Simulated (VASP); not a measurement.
Here is a VASP 6.6.1 calculation.

File INCAR:

```
PREC = Accurate ; ENCUT = 520
EDIFF = 1E-6 ; ISMEAR = 0
SIGMA = 0.15 ; LREAL = False
LASPH = True ; NELM = 60
ALGO = Normal ; ISIF = 2
LWAVE = False ; LCHARG = False
GGA = PE ; NBANDS = 16
```

Contents of KPOINTS:

```
regular mesh
0
Gamma
  10 10 14
```

File POSCAR:

```
Al2Cu
1.0
    4.1211626268      0.0000000000      0.0000000000
    0.0000000000      4.1211626268      0.0000000000
    0.0000000000      0.0000000000      2.7309000000
Al Cu
2 1
Direct
    0.5000000000      0.0000000000      0.5000000000
    0.0000000000      0.5000000000      0.5000000000
    0.0000000000      0.0000000000      0.0000000000
```

Potentials or basis: VASP PAW PBE potentials, release 64 (Al, Cu).

The run is started by

```sh
$ cat potpaw_PBE.64/Al/POTCAR potpaw_PBE.64/Cu/POTCAR > POTCAR
$ mpirun -np 1 vasp_std > vasp.out
```

Task: Estimate the band gap on the k mesh.

Result: Zero (an odd number of electrons rules out a gap without spin polarisation).

Task: What does it give for the pressure?

Result: 6.2 GPa.

Stress tensor (GPa, compression positive):
```
4.71 0.00 0.00
0.00 4.71 0.00
0.00 0.00 9.32
```

Caveat: the cell stands under pressure.
